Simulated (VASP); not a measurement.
# MoBr (Fd-3m) in VASP: further runs

MoBr is run at these levels: PBE; tasks: single point, relaxation of cell and atoms.

Program: VASP 6.6.1. These are calculated values, not measurements. Logs are shortened: lines on timing, memory, paths and dates and some standing lists are left out, and cuts for length are marked.

## (1) The cell of the first run

It takes space group Fd-3m (No. 227, cubic). The conventional cell has a = 6.652 Å, b = 6.652 Å, c = 6.652 Å, α = 90.00°, β = 90.00°, γ = 90.00°. Mo (site symmetry -43m) has 4 Mo at 2.88 Å and 10 Br at 2.88 to 3.33 Å within 3.8 Å. Br (site symmetry -43m) has 10 Mo at 2.88 to 3.33 Å and 4 Br at 2.88 Å within 3.8 Å.

## (2) Single point, PBE, collinear spin, ferromagnetic start

Input file INCAR:

```
PREC = Accurate
ENCUT = 520
EDIFF = 1E-6
ISMEAR = 0
SIGMA = 0.1
LREAL = F
LASPH = T
NELM = 150
ALGO = Normal
ISIF = 2
LWAVE = F
LCHARG = F
ISPIN = 2
MAGMOM = 1.6 1.6 0.17 0.17
LORBIT = 11
LMAXMIX = 4
GGA = PE
NBANDS = 33
```

Input file KPOINTS:

```
regular mesh
0
Gamma
  4 4 4
```

Input file POSCAR:

```
MoBr
1.0
    0.0000000000      3.3261724776      3.3261724776
    3.3261724776      0.0000000000      3.3261724776
    3.3261724776      3.3261724776      0.0000000000
Mo Br
2 2
Direct
    0.5000000000      0.5000000000      0.5000000000
    0.7500000000      0.7500000000      0.7500000000
    0.0000000000      0.0000000000      0.0000000000
    0.2500000000      0.2500000000      0.2500000000
```

Potentials or basis: VASP PAW PBE potentials, release 64 (Mo_sv, Br).

Run with:

```bash
$ cat potpaw_PBE.64/Mo_sv/POTCAR potpaw_PBE.64/Br/POTCAR > POTCAR
$ mpirun -np 1 vasp_std > vasp.out
```

OUTCAR:

```text
PREC = Accurate
   ENCUT = 520
   EDIFF = 1E-6
   ISMEAR = 0
   LREAL = F
   LASPH = T
   NELM = 150
   ISIF = 2
   ISPIN = 2
   LORBIT = 11
   GGA = PE

 ion  position               nearest neighbor table
   1  0.500  0.500  0.500-   4 2.88   4 2.88   4 2.88   2 2.88   4 2.88   2 2.88   2 2.88   2 2.88

   2  0.750  0.750  0.750-   1 2.88   1 2.88   1 2.88   1 2.88   3 2.88   3 2.88   3 2.88   3 2.88

   3  0.000  0.000  0.000-   2 2.88   2 2.88   2 2.88   2 2.88
   4  0.250  0.250  0.250-   1 2.88   1 2.88   1 2.88   1 2.88

  LATTYP: Found a face centered cubic cell.
 ALAT       =     6.6523449552

  Lattice vectors:

 A1 = (   0.0000000000,   3.3261724776,   3.3261724776)
 A2 = (   3.3261724776,   0.0000000000,   3.3261724776)
 A3 = (   3.3261724776,   3.3261724776,   0.0000000000)

Analysis of symmetry for initial positions (statically):
=====================================================================
 Subroutine PRICEL returns:
 Original cell was already a primitive cell.

 Routine SETGRP: Setting up the symmetry group for a
 face centered cubic supercell.

 Subroutine GETGRP returns: Found 48 space group operations
 (whereof 24 operations were pure point group operations)
 out of a pool of 48 trial point group operations.

The static configuration has the point symmetry T_d .
 The point group associated with its full space group is O_h .

Analysis of symmetry for dynamics (positions and initial velocities):
=====================================================================
 Subroutine PRICEL returns:
 Original cell was already a primitive cell.

 Routine SETGRP: Setting up the symmetry group for a
 face centered cubic supercell.

 Subroutine GETGRP returns: Found 48 space group operations
 (whereof 24 operations were pure point group operations)
 out of a pool of 48 trial point group operations.

The dynamic configuration has the point symmetry T_d .
 The point group associated with its full space group is O_h .

Analysis of structural, dynamic, and magnetic symmetry:
=====================================================================
 Subroutine PRICEL returns:
 Original cell was already a primitive cell.

 Routine SETGRP: Setting up the symmetry group for a
 face centered cubic supercell.

 Subroutine GETGRP returns: Found 48 space group operations
 (whereof 24 operations were pure point group operations)
 out of a pool of 48 trial point group operations.
[... 114 lines left out ...]
   GGA     = PE    functional components
   LHFCALC =     F    Hartree Fock is set to
   AEXX    =    0.0000 exact exchange contribution
   IVDW    =     0    specifies the selected vdW correction
   LEPSILON=     F    determine dielectric tensor
   LRPA    =     F    only Hartree local field effects (RPA)
 spin polarized calculation
 Gauss-broadening in eV      SIGMA  =   0.10
  energy-cutoff  :      520.00
  volume of cell :       73.60
 maximum number of plane-waves:      2006
 NGX is ok and might be reduce to    36
   NGX = 17   NGY = 17   NGZ = 17

 number of electron      42.0000003 magnetization       0.6693665

 Free energy of the ion-electron system (eV)
  ---------------------------------------------------
  ext. energy  EPLUGINS =         0.00000000
  ---------------------------------------------------
  free energy    TOTEN  =       -20.19250635 eV

  energy without entropy =      -20.15940221  energy(sigma->0) =      -20.17595428

 E-fermi :   9.0144     XC(G=0): -11.7432

 val. band max:        8.9393792224   @ k =  -0.2500   0.2500   0.0000
 cond. band min:       9.0174533899   @ k =  -0.2500   0.5000   0.2500
 fundamental gap:      0.0780741676
 Fermi energy:         9.0144083059

 spin component 1

 k-point     1 :       0.0000    0.0000    0.0000
  band No.  band energies     occupation
      1     -51.9617      1.00000
      2     -51.8420      1.00000
      3     -26.1588      1.00000
      4     -26.1588      1.00000
      5     -26.1588      1.00000
      6     -25.8619      1.00000
[... 277 lines left out ...]
     32      19.7063      0.00000
     33      20.4429      0.00000
 Fermi energy:         9.0144083059

 spin component 2

 k-point     1 :       0.0000    0.0000    0.0000
  band No.  band energies     occupation
      1     -51.8064      1.00000
      2     -51.6868      1.00000
      3     -25.9872      1.00000
      4     -25.9872      1.00000
      5     -25.9872      1.00000
      6     -25.6894      1.00000
[... 277 lines left out ...]
     32      19.8042      0.00000
     33      20.5154      0.00000

------------------------ aborting loop because EDIFF is reached ----------------------------------------

  FORCE on cell =-STRESS in cart. coord.  units (eV):
  Direction    XX          YY          ZZ          XY          YZ          ZX
  --------------------------------------------------------------------------------------
  -------------------------------------------------------------------------------------
  Total        0.0494617      0.0494617      0.0494617     -0.0000000     -0.0000000     -0.0000000
  in kB        1.0767511      1.0767511      1.0767511     -0.0000000     -0.0000000     -0.0000000
  external PRESSURE =       1.0767511 kB  Pullay stress =       0.0000000 kB

 VOLUME and BASIS-vectors are now :
 -----------------------------------------------------------------------------
  energy-cutoff  :      520.00
  volume of cell :       73.60
      direct lattice vectors                 reciprocal lattice vectors
     0.000000000  3.326172478  3.326172478    -0.150322932  0.150322932  0.150322932
     3.326172478  0.000000000  3.326172478     0.150322932 -0.150322932  0.150322932
     3.326172478  3.326172478  0.000000000     0.150322932  0.150322932 -0.150322932

 POSITION                                       TOTAL-FORCE (eV/Angst)
 -----------------------------------------------------------------------------------
      3.32617      3.32617      3.32617        -0.000000     -0.000000     -0.000000
      4.98926      4.98926      4.98926         0.000000      0.000000      0.000000
      0.00000      0.00000      0.00000         0.000000      0.000000     -0.000000
      1.66309      1.66309      1.66309         0.000000     -0.000000      0.000000
 -----------------------------------------------------------------------------------
    total drift:                                0.000000      0.000000      0.000000

  FREE ENERGIE OF THE ION-ELECTRON SYSTEM (eV)
  ---------------------------------------------------
  free  energy   TOTEN  =       -20.1925063525 eV

  energy  without entropy=      -20.1594022141  energy(sigma->0) =      -20.17595428

 total charge

# of ion       s       p       d       tot
------------------------------------------
    1        2.235   6.074   3.938  12.247
    2        2.235   6.074   3.938  12.247
    3        1.649   3.103   0.091   4.844
    4        1.649   3.103   0.091   4.844
--------------------------------------------------
tot          7.769  18.354   8.059  34.182

 magnetization (x)

# of ion       s       p       d       tot
------------------------------------------
    1        0.006   0.002   0.234   0.242
    2        0.006   0.002   0.234   0.242
    3        0.003   0.043   0.000   0.047
    4        0.003   0.043   0.000   0.047
--------------------------------------------------
tot          0.018   0.091   0.468   0.577
```

OSZICAR:

```text
N       E                     dE             d eps       ncg     rms          rms(c)
DAV:   1     0.392767620683E+03    0.39277E+03   -0.23669E+04  1064   0.122E+03
DAV:   2    -0.662411537044E+01   -0.39939E+03   -0.38583E+03  1234   0.361E+02
DAV:   3    -0.200672371415E+02   -0.13443E+02   -0.13078E+02  1237   0.636E+01
DAV:   4    -0.201700347047E+02   -0.10280E+00   -0.10270E+00  1189   0.605E+00
DAV:   5    -0.201708058312E+02   -0.77113E-03   -0.77096E-03  1269   0.505E-01    0.207E+01
DAV:   6    -0.201541371636E+02    0.16669E-01   -0.12758E+00  1166   0.650E+00    0.104E+01
DAV:   7    -0.201864617322E+02   -0.32325E-01   -0.34799E-01  1197   0.347E+00    0.590E+00
DAV:   8    -0.201916561910E+02   -0.51945E-02   -0.53034E-02  1240   0.127E+00    0.186E+00
DAV:   9    -0.201918746477E+02   -0.21846E-03   -0.70744E-03  1144   0.429E-01    0.517E-01
DAV:  10    -0.201920507526E+02   -0.17610E-03   -0.37752E-03  1169   0.376E-01    0.210E-01
DAV:  11    -0.201922406354E+02   -0.18988E-03   -0.23682E-04  1229   0.720E-02    0.821E-02
DAV:  12    -0.201924043476E+02   -0.16371E-03   -0.20057E-04  1190   0.634E-02    0.500E-02
DAV:  13    -0.201924879800E+02   -0.83632E-04   -0.10371E-04  1191   0.449E-02    0.246E-02
DAV:  14    -0.201925027536E+02   -0.14774E-04   -0.11024E-05  1259   0.165E-02    0.145E-02
DAV:  15    -0.201925059315E+02   -0.31779E-05   -0.30073E-06   826   0.963E-03    0.587E-03
DAV:  16    -0.201925063525E+02   -0.42095E-06   -0.24753E-06   785   0.750E-03
   1 F= -.20192506E+02 E0= -.20175954E+02  d E =-.331041E-01  mag=     0.6692
```

stdout:

```text
POSCAR found type information on POSCAR MoBr
 POSCAR found :  2 types and       4 ions
 scaLAPACK will be used
 LDA part: xc-table for (Slater+PW92), standard interpolation
 POSCAR, INCAR and KPOINTS ok, starting setup
 FFT: planning ... GRIDC
 FFT: planning ... GRID_SOFT
 FFT: planning ... GRID
 WAVECAR not read
 entering main loop
```

Wall time 88 s (1 thread of AMD EPYC 7R43 (Zen 3), shared host); peak memory 0.21 GiB.

Results:

```yaml
Free_energy: -20.1925 eV
Pressure: 0.1 GPa
Net_moment: 0.67 μB per cell
Site_moments: Mo +0.24; Br +0.05 μB
Valence_electrons_inside_the_program's_atomic_spheres: Mo 12.25; Br 4.84
```

Levels at points of the mesh, in eV from the Fermi level:
Spin up:
| k point | band 19 | band 20 | band 21 | band 22 | band 23 | band 24 |
| --- | --- | --- | --- | --- | --- | --- |
| (0.00, 0.00, 0.00) | -1.28 | -0.40 | -0.40 | -0.40 | 1.61 | 1.61 |
| (0.50, 0.00, 0.00) | -1.10 | -0.10 | -0.10 | 0.40 | 0.98 | 0.98 |
| (0.50, 0.50, 0.00) | -1.61 | -1.61 | -0.67 | -0.67 | 0.96 | 0.96 |
Spin down:
| k point | band 18 | band 19 | band 20 | band 21 | band 22 | band 23 | band 24 | band 25 |
| --- | --- | --- | --- | --- | --- | --- | --- | --- |
| (0.00, 0.00, 0.00) | -2.40 | -1.15 | -0.28 | -0.28 | -0.28 | 1.91 | 1.91 | 2.70 |
| (0.50, 0.00, 0.00) | -0.98 | -0.98 | 0.16 | 0.16 | 0.52 | 1.24 | 1.24 | 1.45 |
| (0.50, 0.50, 0.00) | -1.70 | -1.49 | -1.49 | -0.42 | -0.42 | 1.18 | 1.18 | 2.44 |

Caveat: the k points lie up to 0.41 Å⁻¹ apart.

(Part 1 of 2 ends here.)
